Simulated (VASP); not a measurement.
# MnO: single point with r2SCAN+U

MnO:

```
Mn O
1.0
     0.00000    2.22200    2.22200
     2.22200    0.00000    2.22200
     4.44400    4.44400    0.00000
Mn O
2 2
Direct
  0.00000 0.00000 0.00000
  0.00000 0.00000 0.50000
  0.50000 0.50000 0.25000
  0.50000 0.50000 0.75000
```

* Program: VASP 6.6.1
* Task: single point
* Functional: r2SCAN
* Potentials or basis: VASP PAW PBE potentials, release 64 (Mn_pv, O)
* Cutoff: 660 eV
* k mesh: 7 × 7 × 7
* Occupations: gaussian, width 0.05 eV
* Spin: collinear spin, zero start
* Starting moments: [0.0, 0.0, 0.0, 0.0] μB
* Fixed moment: 0 μB
* Hubbard terms: Mn d U = 1.0 eV

- Pressure: -35.5 GPa
- Net moment: 0.00 μB per cell
- Valence electrons inside the program's atomic spheres: Mn 11.37; O 4.97

Stress tensor (GPa, compression positive):
```
-35.52  -0.12   0.12
 -0.12 -35.52   0.12
  0.12   0.12 -35.52
```

Eigenvalues of the final occupation matrices:
```
    site  spin  trace               eigenvalues
site 1 d     1   2.53  0.12 0.12 0.77 0.77 0.77
site 1 d     2   2.53  0.12 0.12 0.77 0.77 0.77
site 2 d     1   2.53  0.12 0.12 0.77 0.77 0.77
site 2 d     2   2.53  0.12 0.12 0.77 0.77 0.77
```

Run time: 21 min on 1 thread of Intel Xeon 8259CL (shared host), peak memory 0.32 GiB.

Caveat: the cell stands under tension; the PAW data sets were made with another functional, which shifts forces and pressure a little; the total moment is fixed, so each spin has its own Fermi level.
